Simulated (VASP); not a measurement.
# Si5Mo: single point with PBE

The system is Si5Mo.

```xyz
6
Lattice="8.2034 0.0000 0.0000 -4.1017 7.1044 0.0000 0.0000 0.0000 2.3974" Properties=species:S:1:pos:R:3 pbc="T T T"
Si    4.1017    0.0000    0.0000
Si   -2.0509    3.5522    0.0000
Si    2.0509    3.5522    0.0000
Si    0.0000    4.7362    0.0000
Si    4.1017    2.3681    0.0000
Mo    0.0000    0.0000    1.1987
```

The cell was generated, and may not be a known phase.

```json
{
  "Program": "VASP 6.6.1",
  "Task": "single point",
  "Functional": "PBE",
  "Potentials or basis": "VASP PAW PBE potentials, release 64 (Si, Mo_sv)",
  "Cutoff": "520 eV",
  "k mesh": "3 × 3 × 8",
  "Occupations": "gaussian, width 0.1 eV",
  "Spin": "no spin polarisation"
}
```

* Pressure: 0.2 GPa
* Band gap on the k mesh: zero (bands 17 and 18 overlap by 0.64 eV)

Levels at points of the mesh, in eV from the Fermi level:
```
           k point  band 13  band 14  band 15  band 16  band 17  band 18  band 19  band 20  band 21  band 22
(0.00, 0.00, 0.00)    -2.03    -2.03    -1.25    -0.80    -0.80    -0.46     0.34     0.34     3.30     3.56
(0.00, 0.00, 0.50)    -2.80    -2.80    -0.72    -0.72    -0.23     0.94     0.94     2.30     2.56     2.93
```

It took 78 s on 1 thread of Intel Xeon 8259CL, on a shared host, peak memory 0.24 GiB.
